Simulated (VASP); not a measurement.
Input of a VASP 6.6.1 run:

POSCAR

```
Nb
1.0
    0.0000000000      1.9458000000      2.0304000000
    1.9458000000      0.0000000000      2.0304000000
    1.9458000000      1.9458000000      0.0000000000
Nb
1
Direct
    0.0000000000      0.0000000000      0.0000000000
```

Contents of INCAR.step1:

```
SYSTEM = Nb
PREC = Accurate ; ENCUT = 520
ISMEAR = 0 ; SIGMA = 0.15
LREAL = .FALSE. ; LASPH = .TRUE.
NELM = 80 ; NBANDS = 12
GGA = PE ; ALGO = Normal
EDIFF = 1E-4 ; LWAVE = .TRUE.
LCHARG = .FALSE.
```

Contents of INCAR.step2:

```
SYSTEM = Nb
PREC = Accurate ; ENCUT = 520
EDIFF = 1E-7 ; ISMEAR = 0
SIGMA = 0.15 ; LREAL = .FALSE.
LASPH = .TRUE. ; NELM = 80
ALGO = Normal ; ISIF = 2
LWAVE = .FALSE. ; LCHARG = .FALSE.
METAGGA = R2SCAN ; LMIXTAU = .TRUE.
NBANDS = 12 ; ISTART = 1
```

Contents of KPOINTS:

```
regular mesh
0
G
  20 20 20
  0 0 0
```

Potentials or basis: VASP PAW PBE potentials, release 64 (Nb_sv).

Command:

```bash
$ cat potpaw_PBE.64/Nb_sv/POTCAR > POTCAR
$ cp INCAR.step1 INCAR
$ mpirun -np 1 vasp_std > vasp.out
$ cp INCAR.step2 INCAR
$ mpirun -np 1 vasp_std > vasp.out
```

Task: Estimate the band gap on the k mesh.

Result: Zero (an odd number of electrons rules out a gap without spin polarisation).

Task: Predict the pressure.

Result: 45.4 GPa.

Stress tensor (GPa, compression positive):
```
39.23  0.00  0.00
 0.00 39.23  0.00
 0.00  0.00 57.72
```

Caveat: the cell differs from its parent crystal (strain -0.080 along x and y, -0.040 along z); the stress differs along the axes, from 39 to 58 GPa; the PAW data sets were made with another functional, which shifts forces and pressure a little.
